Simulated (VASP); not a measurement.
# CdS (P6_3mc) in VASP: single point with r2SCAN

Aim: the single point of CdS with r2SCAN.

All numbers are computed with VASP 6.6.1; they aren't measurements. Logs are shortened: lines on timing, memory, paths and dates and some standing lists are left out, and cuts for length are marked.

## (1) The cell of the first run

The structure is hexagonal, space group P6_3mc (No. 186). Conventional cell: a = 4.163 Å, b = 4.163 Å, c = 6.765 Å, α = 90.00°, β = 90.00°, γ = 120.00°. Within 3.4 Å of Cd (site symmetry 3m) lie 4 S at 2.54 to 2.55 Å. Within 3.4 Å of S (site symmetry 3m) lie 4 Cd at 2.54 to 2.55 Å.

## (2) Single point, r2SCAN

Contents of POSCAR:

```
CdS
1.0
    4.1632552044      0.0000000000      0.0000000000
   -2.0816276022      3.6054847694      0.0000000000
    0.0000000000      0.0000000000      6.7653867423
Cd S
2 2
Direct
    0.6666666667      0.3333333333      0.5000982812
    0.3333333333      0.6666666667      0.0000982812
    0.6666666667      0.3333333333      0.8769017188
    0.3333333333      0.6666666667      0.3769017188
```

Contents of INCAR.step1:

```
SYSTEM = CdS
  PREC = Accurate
  ENCUT = 550
  ISMEAR = 0
  SIGMA = 0.02
  LREAL = .FALSE.
  LASPH = .TRUE.
  NELM = 120
  NBANDS = 26
  GGA = PE
  ALGO = Normal
  EDIFF = 1E-5
  LWAVE = .TRUE.
  LCHARG = .FALSE.
  GGA_COMPAT = .FALSE.
```

Contents of INCAR.step2:

```
SYSTEM = CdS
  PREC = Accurate
  ENCUT = 550
  EDIFF = 1E-6
  ISMEAR = 0
  SIGMA = 0.02
  LREAL = .FALSE.
  LASPH = .TRUE.
  NELM = 120
  ALGO = Normal
  ISIF = 2
  LWAVE = .FALSE.
  LCHARG = .TRUE.
  METAGGA = R2SCAN
  LMIXTAU = .TRUE.
  LELF = .TRUE.
  LVHAR = .TRUE.
  NBANDS = 26
  ISTART = 1
  GGA_COMPAT = .FALSE.
```

Contents of KPOINTS:

```
Automatic mesh
0
G
  6 6 4
  0 0 0
```

Potentials or basis: VASP PAW PBE potentials, release 64 (Cd, S).

Command:

```sh
> cat potpaw_PBE.64/Cd/POTCAR potpaw_PBE.64/S/POTCAR > POTCAR
> cp INCAR.step1 INCAR
> mpirun -np 1 vasp_std > vasp.out
> cp INCAR.step2 INCAR
> mpirun -np 1 vasp_std > vasp.out
```

OUTCAR:

```text
SYSTEM = CdS
   PREC = Accurate
   ENCUT = 550
   EDIFF = 1E-6
   ISMEAR = 0
   LREAL = .FALSE.
   LASPH = .TRUE.
   NELM = 120
   ISIF = 2
   METAGGA = R2SCAN
   ISTART = 1

 ion  position               nearest neighbor table
   1  0.667  0.333  0.500-   4 2.54   4 2.54   4 2.54   3 2.55
   2  0.333  0.667  0.000-   3 2.54   3 2.54   3 2.54   4 2.55
   3  0.667  0.333  0.877-   2 2.54   2 2.54   2 2.54   1 2.55
   4  0.333  0.667  0.377-   1 2.54   1 2.54   1 2.54   2 2.55

  LATTYP: Found a hexagonal cell.
 ALAT       =     4.1632552044
 C/A-ratio  =     1.6250233075

  Lattice vectors:

 A1 = (   4.1632552044,   0.0000000000,   0.0000000000)
 A2 = (  -2.0816276022,   3.6054847694,   0.0000000000)
 A3 = (   0.0000000000,   0.0000000000,   6.7653867423)

Analysis of symmetry for initial positions (statically):
=====================================================================
 Subroutine PRICEL returns:
 Original cell was already a primitive cell.

 Routine SETGRP: Setting up the symmetry group for a
 hexagonal supercell.

 Subroutine GETGRP returns: Found 12 space group operations
 (whereof  6 operations were pure point group operations)
 out of a pool of 24 trial point group operations.

The static configuration has the point symmetry C_3v.
 The point group associated with its full space group is C_6v.

Analysis of symmetry for dynamics (positions and initial velocities):
=====================================================================
 Subroutine PRICEL returns:
 Original cell was already a primitive cell.

 Routine SETGRP: Setting up the symmetry group for a
 hexagonal supercell.

 Subroutine GETGRP returns: Found 12 space group operations
 (whereof  6 operations were pure point group operations)
 out of a pool of 24 trial point group operations.

The dynamic configuration has the point symmetry C_3v.
 The point group associated with its full space group is C_6v.

 Subroutine INISYM returns: Found 12 space group operations
 (whereof  6 operations are pure point group operations),
 and found     1 'primitive' translations

----------------------------------------------------------------------------------------

                                     Primitive cell

  volume of cell :     101.5522

  direct lattice vectors                    reciprocal lattice vectors
     4.163255204  0.000000000  0.000000000     0.240196661  0.138677607  0.000000000
    -2.081627602  3.605484769  0.000000000     0.000000000  0.277355214  0.000000000
     0.000000000  0.000000000  6.765386742     0.000000000  0.000000000  0.147811210

  length of vectors
     4.163255204  4.163255204  6.765386742     0.277355214  0.277355214  0.147811210

  position of ions in fractional coordinates (direct lattice)
     0.666666667  0.333333333  0.500098281
     0.333333333  0.666666667  0.000098281
     0.666666667  0.333333333  0.876901719
     0.333333333  0.666666667  0.376901719

  ion indices of the primitive-cell ions
   primitive index   ion index
                 1           1
                 2           2
                 3           3
                 4           4

----------------------------------------------------------------------------------------

 KPOINTS: Automatic mesh

Automatic generation of k-mesh.
 Grid dimensions read from file:
 generate k-points for:    6    6    4

 Generating k-lattice:

  Cartesian coordinates                     Fractional coordinates (reciprocal lattice)
     0.040032777  0.023112935  0.000000000     0.166666667  0.000000000  0.000000000
     0.000000000  0.046225869  0.000000000     0.000000000  0.166666667  0.000000000
     0.000000000  0.000000000  0.036952802     0.000000000  0.000000000  0.250000000

  Length of vectors
     0.046225869  0.046225869  0.036952802

  Shift w.r.t. Gamma in fractional coordinates (k-lattice)
     0.000000000  0.000000000  0.000000000

 Subroutine IBZKPT returns following result:
 ===========================================

 Found     21 irreducible k-points:

 Following reciprocal coordinates:
            Coordinates               Weight
  0.000000  0.000000  0.000000      1.000000
  0.166667  0.000000  0.000000      6.000000
  0.333333  0.000000  0.000000      6.000000
  0.500000 -0.000000  0.000000      3.000000
  0.166667  0.166667  0.000000      6.000000
  0.333333  0.166667  0.000000     12.000000
[... 13 lines left out ...]
  0.333333  0.166667  0.500000     12.000000
  0.333333  0.333333  0.500000      2.000000
   k-points           NKPTS =     21   k-points in BZ     NKDIM =     21   number of bands    NBANDS=     26
   number of dos      NEDOS =    301   number of ions     NIONS =      4
   total plane-waves  NPLWV =  55296
   dimension x,y,z NGX =    32 NGY =   32 NGZ =   54
   dimension x,y,z NGXF=    64 NGYF=   64 NGZF=  108
   ions per type =               2   2
   NGX,Y,Z   is equivalent  to a cutoff of  12.78, 12.78, 13.27 a.u.
   NGXF,Y,Z  is equivalent  to a cutoff of  25.56, 25.56, 26.54 a.u.
 SYSTEM =  CdS
   PREC   = accura    normal or accurate (medium, high low for compatibility)
   ISTART =      1    job   : 0-new  1-cont  2-samecut
   ICHARG =      0    charge: 1-file 2-atom 10-const
   ISPIN  =      1    spin polarized calculation?
   LNONCOLLINEAR =      F non collinear calculations
   LSORBIT =      F    spin-orbit coupling
   LASPH  =      T    aspherical Exc in radial PAW
   ENCUT  =  550.0 eV  40.42 Ry    6.36 a.u.   7.96  7.96 12.94*2*pi/ulx,y,z
   NELM   =    120;   NELMIN=  2; NELMDL=  0     # of ELM steps
   EDIFF  = 0.1E-05   stopping-criterion for ELM
   LREAL  =      F    real-space projection
   EDIFFG = 0.1E-04   stopping-criterion for IOM
   NSW    =      0    number of steps for IOM
   IBRION =     -1    ionic relax: 0-MD 1-quasi-New 2-CG
   NFREE  =      0    steps in history (QN), initial steepest desc. (CG)
   ISIF   =      2    stress and relaxation
   ISYM   =      2    0-nonsym 1-usesym 2-fastsym
   POTIM  = 0.5000    time-step for ionic-motion
   TEBEG  =    0.0;   TEEND  =   0.0 temperature during run
   PSTRESS=    0.0 pullay stress
   NELECT =      36.0000    total number of electrons
   NUPDOWN=      -1.0000    fix difference up-down
   EMIN   =  10.00;   EMAX   =-10.00  energy-range for DOS
   EFERMI =   0.00;   METHOD = LEGACY
   ISMEAR =     0;   SIGMA  =   0.02  broadening in eV -4-tet -1-fermi 0-gaus
   EFERMI_NEDOS =   21; number of points for ismear=-14 and -15
   IALGO  =     38    algorithm
   IMIX   =      4    mixing-type and parameters
     AMIX     =   0.40;   BMIX     =  1.00
     AMIX_MAG =   1.60;   BMIX_MAG =  1.00
  volume/ion in A,a.u.               =      25.39       171.33
  Fermi-wavevector in a.u.,A,eV,Ry     =   1.158633  2.189499 18.264874  1.342430
  Thomas-Fermi vector in A             =   2.295233
   LORBIT       =      0    0 simple, 1 ext, 2 COOP (PROOUT), +10 PAW based schemes
   METAGGA = R2SCAN    functional components
   LHFCALC =     F    Hartree Fock is set to
   AEXX    =    0.0000 exact exchange contribution
   IVDW    =     0    specifies the selected vdW correction
   LEPSILON=     F    determine dielectric tensor
   LRPA    =     F    only Hartree local field effects (RPA)
 non-spin polarized calculation
 Gauss-broadening in eV      SIGMA  =   0.02
  energy-cutoff  :      550.00
  volume of cell :      101.55
 maximum number of plane-waves:      3009
 NGX is ok and might be reduce to    32
   NGX = 15   NGY = 15   NGZ = 25

 number of electron      36.0000006 magnetization

 Free energy of the ion-electron system (eV)
  ---------------------------------------------------
  ext. energy  EPLUGINS =         0.00000000
  ---------------------------------------------------
  free energy    TOTEN  =       -59.38074941 eV

  energy without entropy =      -59.38074941  energy(sigma->0) =      -59.38074941

 E-fermi :   0.9833     XC(G=0):  -9.6124

 val. band max:        0.8509278162   @ k =   0.0000   0.0000   0.0000
 cond. band min:       2.4786573205   @ k =   0.0000   0.0000   0.0000
 fundamental gap:      1.6277295043
 Fermi energy:         0.9832905307

 k-point     1 :       0.0000    0.0000    0.0000
  band No.  band energies     occupation
      1     -11.8823      2.00000
      2     -11.4679      2.00000
      3      -7.0132      2.00000
      4      -7.0073      2.00000
      5      -7.0073      2.00000
      6      -6.9206      2.00000
[... 18 lines left out ...]
     25       8.9726      0.00000
     26       8.9726      0.00000

 k-point     2 :       0.1667    0.0000    0.0000
  band No.  band energies     occupation
      1     -11.7912      2.00000
      2     -11.4287      2.00000
      3      -6.9823      2.00000
      4      -6.9698      2.00000
      5      -6.9299      2.00000
      6      -6.8715      2.00000
[... 18 lines left out ...]
     25       8.8816      0.00000
     26       9.5599      0.00000

 k-point     3 :       0.3333    0.0000    0.0000
  band No.  band energies     occupation
      1     -11.5945      2.00000
      2     -11.3634      2.00000
      3      -6.9274      2.00000
      4      -6.9108      2.00000
      5      -6.7814      2.00000
      6      -6.7600      2.00000
[... 18 lines left out ...]
     25       9.6056      0.00000
     26      10.2805      0.00000

 k-point     4 :       0.5000   -0.0000    0.0000
  band No.  band energies     occupation
      1     -11.4782      2.00000
      2     -11.3484      2.00000
      3      -6.9102      2.00000
      4      -6.8917      2.00000
      5      -6.7094      2.00000
      6      -6.6941      2.00000
[... 18 lines left out ...]
     25       9.7072      0.00000
     26      11.5897      0.00000
[... 409 lines left out ...]
      1     -11.5040      2.00000
      2     -11.5040      2.00000
      3      -6.8803      2.00000
      4      -6.8803      2.00000
      5      -6.8529      2.00000
      6      -6.8529      2.00000
[... 18 lines left out ...]
     25       9.3636      0.00000
     26       9.3636      0.00000

 k-point    20 :       0.3333    0.1667    0.5000
  band No.  band energies     occupation
      1     -11.4046      2.00000
      2     -11.4046      2.00000
      3      -6.8494      2.00000
      4      -6.8494      2.00000
      5      -6.8043      2.00000
      6      -6.8043      2.00000
[... 18 lines left out ...]
     25       9.8323      0.00000
     26       9.8323      0.00000

 k-point    21 :       0.3333    0.3333    0.5000
  band No.  band energies     occupation
      1     -11.3725      2.00000
      2     -11.3725      2.00000
      3      -6.8195      2.00000
      4      -6.8195      2.00000
      5      -6.8026      2.00000
      6      -6.8026      2.00000
[... 18 lines left out ...]
     25      10.6174      0.00000
     26      10.6174      0.00000

------------------------ aborting loop because EDIFF is reached ----------------------------------------

  FORCE on cell =-STRESS in cart. coord.  units (eV):
  Direction    XX          YY          ZZ          XY          YZ          ZX
  --------------------------------------------------------------------------------------
  -------------------------------------------------------------------------------------
  Total        0.2031636      0.2031636      0.2110850      0.0000000      0.0000000      0.0000000
  in kB        3.2052884      3.2052884      3.3302633      0.0000000      0.0000000      0.0000000
  external PRESSURE =       3.2469467 kB  Pullay stress =       0.0000000 kB

 VOLUME and BASIS-vectors are now :
 -----------------------------------------------------------------------------
  energy-cutoff  :      550.00
  volume of cell :      101.55
      direct lattice vectors                 reciprocal lattice vectors
     4.163255204  0.000000000  0.000000000     0.240196661  0.138677607  0.000000000
    -2.081627602  3.605484769  0.000000000     0.000000000  0.277355214  0.000000000
     0.000000000  0.000000000  6.765386742     0.000000000  0.000000000  0.147811210

 POSITION                                       TOTAL-FORCE (eV/Angst)
 -----------------------------------------------------------------------------------
      2.08163      1.20183      3.38336        -0.000000      0.000000     -0.002066
     -0.00000      2.40366      0.00066         0.000000     -0.000000     -0.002066
      2.08163      1.20183      5.93258         0.000000      0.000000      0.002066
     -0.00000      2.40366      2.54989         0.000000     -0.000000      0.002066
 -----------------------------------------------------------------------------------
    total drift:                               -0.000000     -0.000000      0.004218

  FREE ENERGIE OF THE ION-ELECTRON SYSTEM (eV)
  ---------------------------------------------------
  free  energy   TOTEN  =       -59.3807494059 eV

  energy  without entropy=      -59.3807494059  energy(sigma->0) =      -59.38074941
```

Run time: 4.7 min. Hardware: 1 thread of Intel Xeon 8259CL, shared host; peak memory 0.26 GiB.

What came out:

```
Free energy            : -59.3807 eV
Pressure               : 0.3 GPa
Band gap on the k mesh : 1.63 eV
```

Forces in eV/Å, atoms in the order of the input:
```
Cd   0.000  0.000 -0.002
Cd   0.000  0.000 -0.002
S    0.000  0.000  0.002
S    0.000  0.000  0.002
```

Levels at points of the mesh, in eV from the valence-band top:
| k point | band 14 | band 15 | band 16 | band 17 | band 18 | band 19 | band 20 | band 21 | band 22 | band 23 |
| --- | --- | --- | --- | --- | --- | --- | --- | --- | --- | --- |
| (0.00, 0.00, 0.00) | -0.74 | -0.74 | -0.04 | 0.00 | 0.00 | 1.63 | 3.22 | 6.99 | 6.99 | 7.33 |
| (0.50, 0.00, 0.00) | -3.46 | -2.60 | -1.85 | -1.27 | -0.74 | 4.15 | 4.25 | 5.42 | 6.84 | 7.51 |
| (0.00, 0.00, 0.50) | -2.41 | -0.38 | -0.38 | -0.38 | -0.38 | 3.27 | 3.27 | 6.62 | 6.62 | 7.33 |
| (0.50, 0.00, 0.50) | -4.07 | -1.33 | -1.33 | -1.30 | -1.30 | 3.87 | 3.87 | 5.79 | 5.79 | 8.34 |

Caveat: the PAW data sets were made with another functional, which shifts forces and pressure a little.
